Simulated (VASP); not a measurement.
# SnO2: single point with PBEsol

Crystal: SnO2.

```xyz
6
Lattice="4.7648 0.0000 0.0000 0.0000 4.7648 0.0000 0.0000 0.0000 3.2075" Properties=species:S:1:pos:R:3 pbc="T T T"
Sn    2.3824    2.3824    1.6037
Sn    0.0000    0.0000    0.0000
O     0.9245    3.8403    1.6037
O     3.8403    0.9245    1.6037
O     1.4579    1.4579    0.0000
O     3.3069    3.3069    0.0000
```

```
Program             : VASP 6.6.1
Task                : single point
Functional          : PBEsol
Potentials or basis : VASP PAW PBE potentials, release 64 (Sn_d, O)
Cutoff              : 520 eV
k mesh              : 4 × 4 × 6
Occupations         : gaussian, width 0.1 eV
Spin                : no spin polarisation
```

```yaml
Pressure: 1.2 GPa
Largest_force: 0.018 eV/Å
Band_gap_on_the_k_mesh: 0.94 eV
```

Forces on the atoms (eV/Å):
```
Sn   0.000  0.000  0.000
Sn   0.000  0.000  0.000
O   -0.013  0.013  0.000
O    0.013 -0.013  0.000
O    0.013  0.013  0.000
O   -0.013 -0.013  0.000
```

Stress tensor (GPa, compression positive):
```
1.07 0.00 0.00
0.00 1.07 0.00
0.00 0.00 1.59
```

Levels at points of the mesh, in eV from the valence-band top:
```
           k point  band 24  band 25  band 26  band 27  band 28  band 29
(0.00, 0.00, 0.00)    -0.78    -0.78     0.00     0.94     5.89     6.05
(0.50, 0.00, 0.00)    -1.22    -0.64    -0.64     4.16     4.16     6.82
(0.50, 0.50, 0.00)    -1.35    -0.90    -0.90     4.57     4.57     7.25
(0.00, 0.00, 0.50)    -1.65    -1.25    -1.25     5.90     5.90     9.45
(0.50, 0.00, 0.50)    -1.09    -0.73    -0.73     6.17     6.17     7.75
(0.50, 0.50, 0.50)    -0.96    -0.83    -0.83     4.56     4.56     8.64
```

Run time: 65 s on 1 thread of Intel Xeon 8259CL, on a shared host, peak memory 0.19 GiB.

Caveat: the PAW data sets were made with another functional, which shifts forces and pressure a little; spin-orbit coupling is left out, which moves the levels of the heavy elements.
